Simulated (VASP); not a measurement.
Write the native input for VASP 6.6.1 that does the following.

- Task: single point
- Functional: LDA
- Potentials or basis: VASP PAW LDA potentials, release 64 (Zn, Se)
- Cutoff: 520 eV
- k mesh: 12 × 12 × 12
- Occupations: gaussian, width 0.02 eV
- Spin: no spin polarisation
- Dipole correction: no
- Further INCAR settings: ALGO = Normal; EDIFF = 1e-07; NBANDS = 16

The structure of ZnSe lies in POSCAR:

```
ZnSe
1.0
    0.0000000000      2.7836616796      2.7836616796
    2.7836616796      0.0000000000      2.7836616796
    2.7836616796      2.7836616796      0.0000000000
Zn Se
1 1
Direct
    0.0000000000      0.0000000000      0.0000000000
    0.2500000000      0.2500000000      0.2500000000
```

The input as run:

INCAR

```
SYSTEM = ZnSe
ALGO = Normal
EDIFF = 1E-7
ENCUT = 520
ISIF = 2
ISMEAR = 0
LASPH = .TRUE.
LCHARG = .FALSE.
LREAL = .FALSE.
LWAVE = .FALSE.
NBANDS = 16
NELM = 100
PREC = Accurate
SIGMA = 0.02
```

KPOINTS

```
k-points
0
G
  12 12 12
  0 0 0
```

Potentials or basis: VASP PAW LDA potentials, release 64 (Zn, Se).

The run is started by

```sh
$ cat potpaw_LDA.64/Zn/POTCAR potpaw_LDA.64/Se/POTCAR > POTCAR
$ mpirun -np 1 vasp_std > vasp.out
```

It gave:

The pressure is 0.4 GPa and the band gap on the k mesh is 1.29 eV.

Run time: 110 s on 1 thread of Intel Xeon 8259CL, with other jobs on the host, peak memory 0.18 GiB.
